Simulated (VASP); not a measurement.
Runs of VASP 6.6.1 on ZnS. The structure is that of space group F-43m (No. 216), or close to it. The cells are those of the table. 

```csv
task,level,potentials or basis,cell,k mesh,cutoff (eV),smearing,gap on the mesh (eV),pressure (GPa),relaxed volume (Å³/atom)
relaxation of cell and atoms,LDA,"VASP PAW LDA potentials, release 64 (Zn, S)","relaxed from a = 3.849 Å, angles 60.0°, 2 atoms",8 × 8 × 8,600,fermi-dirac 0.02 eV,2.15,0.0,18.63
single point,LDA,"VASP PAW LDA potentials, release 64 (Zn, S)","a = 3.810 Å, angles 60.0°, 2 atoms",8 × 8 × 8,520,gaussian 0.01 eV,(c),(b),-
single point,PBE,"VASP PAW PBE potentials, release 64 (Zn, S)","a = 3.849 Å, angles 60.0°, 2 atoms",8 × 8 × 8,520,fermi-dirac 0.02 eV,2.02,(d),-
relaxation of cell and atoms,r2SCAN,"VASP PAW PBE potentials, release 64 (Zn, S)","relaxed from a = 3.849 Å, angles 60.0°, 2 atoms",8 × 8 × 8,600,fermi-dirac 0.02 eV,2.71,0.0,(a)
dielectric tensor,r2SCAN,"VASP PAW PBE potentials, release 64 (Zn, S)","a = 3.810 Å, angles 60.0°, 2 atoms",6 × 6 × 6,520,gaussian 0.01 eV,2.72,-,-
single point,r2SCAN,"VASP PAW PBE potentials, release 64 (Zn, S)","a = 3.810 Å, angles 60.0°, 2 atoms",8 × 8 × 8,520,gaussian 0.01 eV,2.72,0.0,-
dielectric tensor,PBE,"VASP PAW PBE potentials, release 64 (Zn, S)","a = 3.810 Å, angles 60.0°, 2 atoms",6 × 6 × 6,520,gaussian 0.01 eV,2.15,-,-
single point,PBE,"VASP PAW PBE potentials, release 64 (Zn, S)","a = 3.810 Å, angles 60.0°, 2 atoms",8 × 8 × 8,520,fermi-dirac 0.02 eV,2.15,2.5,-
single point,r2SCAN,"VASP PAW PBE potentials, release 64 (Zn, S)","a = 3.810 Å, angles 60.0°, 2 atoms",8 × 8 × 8,520,fermi-dirac 0.02 eV,2.72,0.0,-
relaxation of cell and atoms,PBEsol,"VASP PAW PBE potentials, release 64 (Zn, S)","relaxed from a = 3.849 Å, angles 60.0°, 2 atoms",8 × 8 × 8,600,fermi-dirac 0.02 eV,2.08,0.0,19.28
single point,PBEsol,"VASP PAW PBE potentials, release 64 (Zn, S)","a = 3.788 Å, angles 60.0°, 2 atoms",8 × 8 × 8,520,fermi-dirac 0.02 eV,2.09,0.2,-
```

Alike in all rows: no spin polarisation.

Problem. Fill in the values left out.

Solution. (a) 19.57; (b) -3.8; (c) 1.93; (d) 0.1.

Caveats: the PAW data sets were made with another functional, which shifts forces and pressure a little (some runs).

